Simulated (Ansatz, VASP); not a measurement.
## Al3GaN4 in VASP and in Ansatz

```
CELL_PARAMETERS angstrom
4.27490 0.08087 0.08087
0.08087 4.27490 0.08087
0.08087 0.08087 4.27490
ATOMIC_POSITIONS crystal
Al 0.50000 0.50000 0.00000
Al 0.50000 0.00000 0.50000
Al 0.00000 0.50000 0.50000
Ga 0.00000 0.00000 0.00000
N 0.74471 0.74471 0.25529
N 0.74471 0.25529 0.74471
N 0.25529 0.74471 0.74471
N 0.25529 0.25529 0.25529
```

Change from the starting cell: equal engineering shear yz, xz and xy +0.0367, equal normal strain along x, y and z -0.0300.

Alike in both runs: task single point; functional PBEsol; k mesh 6 × 6 × 6; occupations gaussian, width 0.05 eV; no spin polarisation.

```csv
,VASP,Ansatz
version,VASP 6.6.1,Ansatz 0.2.0
potentials or method,"VASP PAW PBE potentials, release 64 (Al, Ga_d, N), cutoff 520 eV","scalar-relativistic, plane waves, PAW"
valence electrons in the cell,42,42
```

```csv
,VASP,Ansatz,Ansatz less VASP
gap on the k mesh at the Fermi level (eV),3.15,3.16,+0.009
least direct gap on the mesh (eV),3.15,3.16,+0.008
pressure (GPa),23.0,23.0,-0.05
"traceless stress, the component that is largest in VASP (GPa)",-10.00,-9.90,+0.098
rms of the force components (eV/Å),0.451,0.447,-0.0041
```

VASP's potentials were made for PBE, not for PBEsol. Atom by atom the forces differ by 0.013 eV/Å (rms over components).
